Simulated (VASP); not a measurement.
# Cr (P6_3/mmc) in VASP: a series of runs

The runs below take Cr through single point, with BLYP.

Program: VASP 6.6.1. These are calculated values, not measurements. Logs are shortened: lines on timing, memory, paths and dates and some standing lists are left out, and cuts for length are marked.

## (1) The cell of the first run

The structure is hexagonal, space group P6_3/mmc (No. 194). The conventional cell has a = 2.537 Å, b = 2.537 Å, c = 4.598 Å, α = 90.00°, β = 90.00°, γ = 120.00°. Within 3.3 Å of Cr (site symmetry -6m2) lie 12 Cr at 2.54 to 2.73 Å.

This isn't the form of Cr at room conditions, which is bcc.

## (2) Single point, BLYP, collinear spin, ferromagnetic start (12.81 Å³/atom)

The input, INCAR:

```
SYSTEM = Cr
AGGAC    = 1.0          
AGGAX    = 1.0          
ALDAC    = 0.0          
ALDAX    = 1.0          
ALGO     = Normal         ! electronic algorithm
EDIFF    = 1E-6           ! SCF threshold, eV
ENCUT    = 520            ! plane-wave cutoff, eV
GGA      = B5             ! functional
ISIF     = 2              ! what is computed and relaxed
ISMEAR   = -1             ! smearing method
ISPIN    = 2              ! spin polarisation
LASPH    = .True.         ! aspherical terms in the spheres
LCHARG   = .False.        ! write CHGCAR
LMAXMIX  = 4              ! l up to which the mixer works
LORBIT   = 11             ! projections on sites
LREAL    = .False.        ! projectors in reciprocal space
LWAVE    = .False.        ! write WAVECAR
MAGMOM   = 1.5 1.5        ! initial moments
NBANDS   = 23             ! bands
NELM     = 150            ! most SCF steps
PREC     = Accurate       ! precision mode
SIGMA    = 0.05           ! smearing width, eV
```

The input, KPOINTS:

```
k-points
0
Gamma
  16 16 8
  0 0 0
```

The input, POSCAR:

```
Cr
1.0
    2.5371236485      0.0000000000      0.0000000000
   -1.2685618243      2.1972135322      0.0000000000
    0.0000000000      0.0000000000      4.5976107986
Cr
2
Direct
    0.3333333333      0.6666666667      0.2500000000
    0.6666666667      0.3333333333      0.7500000000
```

Potentials or basis: VASP PAW PBE potentials, release 64 (Cr_pv).

The run is started by

```
$ cat potpaw_PBE.64/Cr_pv/POTCAR > POTCAR
$ mpirun -np 1 vasp_std > vasp.out
```

OUTCAR:

```text
SYSTEM = Cr
   EDIFF = 1E-6
   ENCUT = 520
   GGA = B5
   ISIF = 2
   ISMEAR = -1
   ISPIN = 2
   LASPH = .True.
   LORBIT = 11
   LREAL = .False.
   NELM = 150
   PREC = Accurate

 ion  position               nearest neighbor table
   1  0.333  0.667  0.250-   2 2.73   2 2.73   2 2.73   2 2.73   2 2.73   2 2.73
   2  0.667  0.333  0.750-   1 2.73   1 2.73   1 2.73   1 2.73   1 2.73   1 2.73

  LATTYP: Found a hexagonal cell.
 ALAT       =     2.5371236485
 C/A-ratio  =     1.8121350929

  Lattice vectors:

 A1 = (   2.5371236485,   0.0000000000,   0.0000000000)
 A2 = (  -1.2685618243,   2.1972135322,   0.0000000000)
 A3 = (   0.0000000000,   0.0000000000,   4.5976107986)

Analysis of symmetry for initial positions (statically):
=====================================================================
 Subroutine PRICEL returns:
 Original cell was already a primitive cell.

 Routine SETGRP: Setting up the symmetry group for a
 hexagonal supercell.

 Subroutine GETGRP returns: Found 24 space group operations
 (whereof 12 operations were pure point group operations)
 out of a pool of 24 trial point group operations.

The static configuration has the point symmetry D_3d.
 The point group associated with its full space group is D_6h.

Analysis of symmetry for dynamics (positions and initial velocities):
=====================================================================
 Subroutine PRICEL returns:
 Original cell was already a primitive cell.

 Routine SETGRP: Setting up the symmetry group for a
 hexagonal supercell.

 Subroutine GETGRP returns: Found 24 space group operations
 (whereof 12 operations were pure point group operations)
 out of a pool of 24 trial point group operations.

The dynamic configuration has the point symmetry D_3d.
 The point group associated with its full space group is D_6h.

Analysis of structural, dynamic, and magnetic symmetry:
=====================================================================
 Subroutine PRICEL returns:
 Original cell was already a primitive cell.

 Routine SETGRP: Setting up the symmetry group for a
 hexagonal supercell.

 Subroutine GETGRP returns: Found 24 space group operations
 (whereof 12 operations were pure point group operations)
 out of a pool of 24 trial point group operations.

The overall configuration has the point symmetry D_3d.
 The point group associated with its full space group is D_6h.

 Subroutine INISYM returns: Found 24 space group operations
 (whereof 12 operations are pure point group operations),
 and found     1 'primitive' translations

----------------------------------------------------------------------------------------

                                     Primitive cell

  volume of cell :      25.6299

  direct lattice vectors                    reciprocal lattice vectors
     2.537123649  0.000000000  0.000000000     0.394147128  0.227560951  0.000000000
    -1.268561824  2.197213532  0.000000000     0.000000000  0.455121901  0.000000000
     0.000000000  0.000000000  4.597610799     0.000000000  0.000000000  0.217504274

  length of vectors
     2.537123649  2.537123649  4.597610799     0.455121901  0.455121901  0.217504274

  position of ions in fractional coordinates (direct lattice)
     0.333333333  0.666666667  0.250000000
     0.666666667  0.333333333  0.750000000

  ion indices of the primitive-cell ions
   primitive index   ion index
                 1           1
                 2           2

----------------------------------------------------------------------------------------

 KPOINTS: k-points

Automatic generation of k-mesh.
 Grid dimensions read from file:
 generate k-points for:   16   16    8

 Generating k-lattice:

  Cartesian coordinates                     Fractional coordinates (reciprocal lattice)
     0.024634196  0.014222559  0.000000000     0.062500000 -0.000000000  0.000000000
     0.000000000  0.028445119  0.000000000     0.000000000  0.062500000  0.000000000
     0.000000000  0.000000000  0.027188034     0.000000000  0.000000000  0.125000000

  Length of vectors
     0.028445119  0.028445119  0.027188034

  Shift w.r.t. Gamma in fractional coordinates (k-lattice)
     0.000000000  0.000000000  0.000000000

 Subroutine IBZKPT returns following result:
 ===========================================

 Found    150 irreducible k-points:

 Following reciprocal coordinates:
            Coordinates               Weight
  0.000000  0.000000  0.000000      1.000000
  0.062500 -0.000000  0.000000      6.000000
  0.125000 -0.000000  0.000000      6.000000
  0.187500 -0.000000  0.000000      6.000000
  0.250000 -0.000000  0.000000      6.000000
  0.312500 -0.000000  0.000000      6.000000
[... 16 lines left out ...]
  0.187500  0.187500  0.000000      6.000000
  0.250000  0.187500  0.000000     12.000000
 [... further k-points ...]
   k-points           NKPTS =    150   k-points in BZ     NKDIM =    150   number of bands    NBANDS=     23
   number of dos      NEDOS =    301   number of ions     NIONS =      2
   total plane-waves  NPLWV =  14400
   dimension x,y,z NGX =    20 NGY =   20 NGZ =   36
   dimension x,y,z NGXF=    40 NGYF=   40 NGZF=   72
   ions per type =               2
   NGX,Y,Z   is equivalent  to a cutoff of  13.11, 13.11, 13.02 a.u.
   NGXF,Y,Z  is equivalent  to a cutoff of  26.21, 26.21, 26.03 a.u.
 SYSTEM =  Cr
   PREC   = accura    normal or accurate (medium, high low for compatibility)
   ISTART =      0    job   : 0-new  1-cont  2-samecut
   ICHARG =      2    charge: 1-file 2-atom 10-const
   ISPIN  =      2    spin polarized calculation?
   LNONCOLLINEAR =      F non collinear calculations
   LSORBIT =      F    spin-orbit coupling
   LASPH  =      T    aspherical Exc in radial PAW
   ENCUT  =  520.0 eV  38.22 Ry    6.18 a.u.   4.72  4.72  8.55*2*pi/ulx,y,z
   NELM   =    150;   NELMIN=  2; NELMDL= -5     # of ELM steps
   EDIFF  = 0.1E-05   stopping-criterion for ELM
   LREAL  =      F    real-space projection
   EDIFFG = 0.1E-04   stopping-criterion for IOM
   NSW    =      0    number of steps for IOM
   IBRION =     -1    ionic relax: 0-MD 1-quasi-New 2-CG
   NFREE  =      0    steps in history (QN), initial steepest desc. (CG)
   ISIF   =      2    stress and relaxation
   ISYM   =      2    0-nonsym 1-usesym 2-fastsym
   POTIM  = 0.5000    time-step for ionic-motion
   TEBEG  =    0.0;   TEEND  =   0.0 temperature during run
   PSTRESS=    0.0 pullay stress
   NELECT =      24.0000    total number of electrons
   NUPDOWN=      -1.0000    fix difference up-down
   EMIN   =  10.00;   EMAX   =-10.00  energy-range for DOS
   EFERMI =   0.00;   METHOD = LEGACY
   ISMEAR =    -1;   SIGMA  =   0.05  broadening in eV -4-tet -1-fermi 0-gaus
   EFERMI_NEDOS =   21; number of points for ismear=-14 and -15
   IALGO  =     38    algorithm
   IMIX   =      4    mixing-type and parameters
     AMIX     =   0.40;   BMIX     =  1.00
     AMIX_MAG =   1.60;   BMIX_MAG =  1.00
  volume/ion in A,a.u.               =      12.81        86.48
  Fermi-wavevector in a.u.,A,eV,Ry     =   1.601634  3.026649 34.902082  2.565231
  Thomas-Fermi vector in A             =   2.698581
   LORBIT       =     11    0 simple, 1 ext, 2 COOP (PROOUT), +10 PAW based schemes
   GGA     = B5    functional components
   LHFCALC =     F    Hartree Fock is set to
   AEXX    =    0.0000 exact exchange contribution
   IVDW    =     0    specifies the selected vdW correction
   LEPSILON=     F    determine dielectric tensor
   LRPA    =     F    only Hartree local field effects (RPA)
 spin polarized calculation
  energy-cutoff  :      520.00
  volume of cell :       25.63
 maximum number of plane-waves:       714
 NGX is ok and might be reduce to    20
   NGX =  9   NGY =  9   NGZ = 17

 number of electron      23.9999981 magnetization       0.0007677

 Free energy of the ion-electron system (eV)
  ---------------------------------------------------
  ext. energy  EPLUGINS =         0.00000000
  ---------------------------------------------------
  free energy    TOTEN  =       -15.88840249 eV

  energy without entropy =      -15.85844688  energy(sigma->0) =      -15.87342469

 E-fermi :   9.8940     XC(G=0): -12.4899

 val. band max:        9.8901338895   @ k =   0.3125  -0.0000   0.3750
 cond. band min:       9.8964143713   @ k =   0.0625  -0.0000   0.1250
 fundamental gap:      0.0062804818
 Fermi energy:         9.8940304528

 spin component 1

 k-point     1 :       0.0000    0.0000    0.0000
  band No.  band energies     occupation
      1     -33.1862      1.00000
      2     -32.6809      1.00000
      3     -32.4889      1.00000
      4     -32.4889      1.00000
      5     -32.4416      1.00000
      6     -32.4416      1.00000
[... 15 lines left out ...]
     22      29.0988      0.00000
     23      29.9254      0.00000

 k-point     2 :       0.0625   -0.0000    0.0000
  band No.  band energies     occupation
      1     -33.1778      1.00000
      2     -32.6814      1.00000
      3     -32.5159      1.00000
      4     -32.4962      1.00000
      5     -32.4691      1.00000
      6     -32.4468      1.00000
[... 15 lines left out ...]
     22      29.2869      0.00000
     23      29.7439      0.00000
[... 544 lines left out ...]
     22      23.3363      0.00000
     23      23.7282      0.00000

 k-point    24 :       0.2500    0.1875    0.0000
  band No.  band energies     occupation
      1     -33.0205      1.00000
      2     -32.9910      1.00000
      3     -32.9552      1.00000
      4     -32.7263      1.00000
      5     -32.7173      1.00000
      6     -32.6598      1.00000
[... 15 lines left out ...]
     22      21.4491      0.00000
     23      22.7327      0.00000

 [... further k-points ...]

 spin component 2

 k-point     1 :       0.0000    0.0000    0.0000
  band No.  band energies     occupation
      1     -33.1858      1.00000
      2     -32.6806      1.00000
      3     -32.4885      1.00000
      4     -32.4885      1.00000
      5     -32.4412      1.00000
      6     -32.4412      1.00000
[... 15 lines left out ...]
     22      29.0989      0.00000
     23      29.9254      0.00000

 k-point     2 :       0.0625   -0.0000    0.0000
  band No.  band energies     occupation
      1     -33.1775      1.00000
      2     -32.6810      1.00000
      3     -32.5156      1.00000
      4     -32.4958      1.00000
      5     -32.4688      1.00000
      6     -32.4464      1.00000
[... 15 lines left out ...]
     22      29.2869      0.00000
     23      29.7439      0.00000
[... 544 lines left out ...]
     22      23.3365      0.00000
     23      23.7284      0.00000

 k-point    24 :       0.2500    0.1875    0.0000
  band No.  band energies     occupation
      1     -33.0201      1.00000
      2     -32.9907      1.00000
      3     -32.9549      1.00000
      4     -32.7259      1.00000
      5     -32.7169      1.00000
      6     -32.6594      1.00000
[... 15 lines left out ...]
     22      21.4493      0.00000
     23      22.7328      0.00000

 [... further k-points ...]

------------------------ aborting loop because EDIFF is reached ----------------------------------------

  FORCE on cell =-STRESS in cart. coord.  units (eV):
  Direction    XX          YY          ZZ          XY          YZ          ZX
  --------------------------------------------------------------------------------------
  -------------------------------------------------------------------------------------
  Total       -1.3285382     -1.3285382     -1.1053771      0.0000000      0.0000000      0.0000000
  in kB      -83.0497886    -83.0497886    -69.0995071      0.0000000      0.0000000      0.0000000
  external PRESSURE =     -78.3996947 kB  Pullay stress =       0.0000000 kB

 VOLUME and BASIS-vectors are now :
 -----------------------------------------------------------------------------
  energy-cutoff  :      520.00
  volume of cell :       25.63
      direct lattice vectors                 reciprocal lattice vectors
     2.537123649  0.000000000  0.000000000     0.394147128  0.227560951  0.000000000
    -1.268561824  2.197213532  0.000000000     0.000000000  0.455121901  0.000000000
     0.000000000  0.000000000  4.597610799     0.000000000  0.000000000  0.217504274

 POSITION                                       TOTAL-FORCE (eV/Angst)
 -----------------------------------------------------------------------------------
     -0.00000      1.46481      1.14940         0.000000      0.000000      0.000000
      1.26856      0.73240      3.44821        -0.000000      0.000000      0.000000
 -----------------------------------------------------------------------------------
    total drift:                               -0.000000      0.000000     -0.000000

  FREE ENERGIE OF THE ION-ELECTRON SYSTEM (eV)
  ---------------------------------------------------
  free  energy   TOTEN  =       -15.8884024937 eV

  energy  without entropy=      -15.8584468767  energy(sigma->0) =      -15.87342469

 total charge

# of ion       s       p       d       tot
------------------------------------------
    1        0.386   6.322   4.197  10.906
    2        0.386   6.322   4.197  10.906
--------------------------------------------------
tot          0.772  12.645   8.395  21.811

 magnetization (x)

# of ion       s       p       d       tot
------------------------------------------
    1       -0.000   0.000   0.000   0.000
    2       -0.000   0.000   0.000   0.000
--------------------------------------------------
tot         -0.000   0.000   0.001   0.001
```

Wall time 4 min (1 thread of AMD EPYC 7R43 (Zen 3), shared host); peak memory 0.19 GiB.

Results:

| Property | Result |
| --- | --- |
| Free energy | -15.8884 eV |
| Pressure | -7.8 GPa |
| Band gap on the k mesh | zero (filled and empty bands overlap) |
| Net moment | 0.00 μB per cell |
| Valence electrons inside the program's atomic spheres | Cr 10.91 |

Stress tensor (GPa, compression positive):
```
-8.30  0.00  0.00
 0.00 -8.30  0.00
 0.00  0.00 -6.91
```

Caveat: the cell stands under tension; an empty level that is flat over the whole mesh can mark a ghost state of the potentials, or a narrow d or f band; the PAW data sets were made with another functional, which shifts forces and pressure a little.

## (3) Single point, BLYP, collinear spin, ferromagnetic start (13.31 Å³/atom)

This run uses another cell than the first one, of 13.31 Å³/atom.

The input, INCAR:

```
SYSTEM = Cr
PREC = Accurate ; ENCUT = 520
EDIFF = 1E-6 ; ISMEAR = -1
SIGMA = 0.05 ; LREAL = .False.
LASPH = .True. ; NELM = 150
ALGO = Normal ; ISIF = 2
LWAVE = .False. ; LCHARG = .True.
ISPIN = 2 ; MAGMOM = 1.5 1.5
LORBIT = 11 ; LMAXMIX = 4
GGA = B5 ; ALDAX = 1.0
AGGAX = 1.0 ; AGGAC = 1.0
ALDAC = 0.0 ; LELF = .True.
LVHAR = .True. ; NBANDS = 23
```

The input, KPOINTS:

```
Automatic mesh
0
Gamma
  16 16 8
  0 0 0
```

The input, POSCAR:

```
Cr
1.0
    2.5692425475      0.0000000000      0.0000000000
   -1.2846212737      2.2250293146      0.0000000000
    0.0000000000      0.0000000000      4.6558145825
Cr
2
Direct
    0.3333333333      0.6666666667      0.2500000000
    0.6666666667      0.3333333333      0.7500000000
```

Potentials or basis: VASP PAW PBE potentials, release 64 (Cr_pv).

The run is started by

```
$ cat potpaw_PBE.64/Cr_pv/POTCAR > POTCAR
$ mpirun -np 1 vasp_std > vasp.out
```

Run time: 4.3 min. Hardware: 1 thread of AMD EPYC 7R43 (Zen 3), shared host; peak memory 0.2 GiB.

Results (log left out):

```
Free energy                                           : -15.8208 eV
Pressure                                              : -14.1 GPa
Band gap on the k mesh                                : zero (filled and empty bands overlap)
Net moment                                            : 0.00 μB per cell
Valence electrons inside the program's atomic spheres : Cr 10.84
```

Stress tensor (GPa, compression positive):
```
-14.87   0.00   0.00
  0.00 -14.87   0.00
  0.00   0.00 -12.43
```

Levels at points of the mesh, in eV from the Fermi level:
Spin up:
```
           k point  band 9  band 10  band 11  band 12  band 13  band 14  band 15  band 16
(0.00, 0.00, 0.00)   -1.18    -0.31    -0.31    -0.17    -0.05    -0.05     0.95     0.95
(0.50, 0.00, 0.00)   -2.84    -0.83    -0.45    -0.34    -0.06     1.90     2.42     2.51
(0.00, 0.00, 0.50)   -1.46    -1.46    -0.28    -0.28    -0.28    -0.28     1.51     1.51
(0.50, 0.00, 0.50)   -2.14    -2.14     0.82     0.82     1.12     1.12     2.47     2.47
```
Spin down:
```
           k point  band 9  band 10  band 11  band 12  band 13  band 14  band 15  band 16
(0.00, 0.00, 0.00)   -1.18    -0.31    -0.31    -0.17    -0.05    -0.05     0.95     0.95
(0.50, 0.00, 0.00)   -2.84    -0.83    -0.45    -0.34    -0.06     1.90     2.42     2.51
(0.00, 0.00, 0.50)   -1.46    -1.46    -0.28    -0.28    -0.28    -0.28     1.52     1.52
(0.50, 0.00, 0.50)   -2.14    -2.14     0.82     0.82     1.12     1.12     2.47     2.47
```

Caveat: the cell stands under tension; an empty level that is flat over the whole mesh can mark a ghost state of the potentials, or a narrow d or f band; the PAW data sets were made with another functional, which shifts forces and pressure a little.

## (4) Single point, BLYP, collinear spin, ferromagnetic start (13.80 Å³/atom)

This run uses another cell than the first one, of 13.80 Å³/atom.

The input, INCAR:

```
SYSTEM = Cr
  PREC = Accurate
  ENCUT = 520
  EDIFF = 1E-7
  ISMEAR = -1
  SIGMA = 0.05
  LREAL = .False.
  LASPH = .True.
  NELM = 150
  ALGO = Normal
  ISIF = 2
  LWAVE = .False.
  LCHARG = .True.
  ISPIN = 2
  MAGMOM = 1.5 1.5
  LORBIT = 11
  LMAXMIX = 4
  GGA = B5
  ALDAX = 1.0
  AGGAX = 1.0
  AGGAC = 1.0
  ALDAC = 0.0
  LELF = .True.
  LVHAR = .True.
  NBANDS = 23
```

KPOINTS is that of step 3.

The input, POSCAR:

```
Cr
1.0
    2.6005778619      0.0000000000      0.0000000000
   -1.3002889309      2.2521664929      0.0000000000
    0.0000000000      0.0000000000      4.7125984054
Cr
2
Direct
    0.3333333333      0.6666666667      0.2500000000
    0.6666666667      0.3333333333      0.7500000000
```

The run is started by

```
$ cat potpaw_PBE.64/Cr_pv/POTCAR > POTCAR
$ mpirun -np 1 vasp_std > vasp.out
```

It took 4.8 min on 1 thread of AMD EPYC 7R43 (Zen 3), shared host; peak memory 0.2 GiB.

It converged, with:

| Property | Result |
| --- | --- |
| Free energy | -15.7187 eV |
| Pressure | -19.1 GPa |
| Band gap on the k mesh | zero (filled and empty bands overlap) |
| Net moment | 0.00 μB per cell |
| Valence electrons inside the program's atomic spheres | Cr 10.79 |

Stress tensor (GPa, compression positive):
```
-20.21   0.00   0.00
  0.00 -20.21   0.00
  0.00   0.00 -16.92
```

Levels at points of the mesh, in eV from the Fermi level:
Spin up:
| k point | band 10 | band 11 | band 12 | band 13 | band 14 | band 15 |
| --- | --- | --- | --- | --- | --- | --- |
| (0.00, 0.00, 0.00) | -0.29 | -0.29 | -0.18 | -0.04 | -0.04 | 0.90 |
| (0.50, 0.00, 0.00) | -0.78 | -0.45 | -0.33 | -0.05 | 1.80 | 2.30 |
| (0.00, 0.00, 0.50) | -1.40 | -0.26 | -0.26 | -0.26 | -0.26 | 1.44 |
| (0.50, 0.00, 0.50) | -2.03 | 0.78 | 0.78 | 1.06 | 1.06 | 2.35 |
Spin down:
```csv
k point,band 9,band 10,band 11,band 12,band 13,band 14,band 15,band 16
"(0.00, 0.00, 0.00)",-1.12,-0.29,-0.29,-0.18,-0.04,-0.04,0.90,0.90
"(0.50, 0.00, 0.00)",-2.69,-0.78,-0.45,-0.33,-0.05,1.80,2.30,2.39
"(0.00, 0.00, 0.50)",-1.40,-1.40,-0.26,-0.26,-0.26,-0.26,1.44,1.44
"(0.50, 0.00, 0.50)",-2.03,-2.03,0.78,0.78,1.06,1.06,2.35,2.35
```

Caveat: the cell stands under tension; an empty level that is flat over the whole mesh can mark a ghost state of the potentials, or a narrow d or f band; the PAW data sets were made with another functional, which shifts forces and pressure a little.
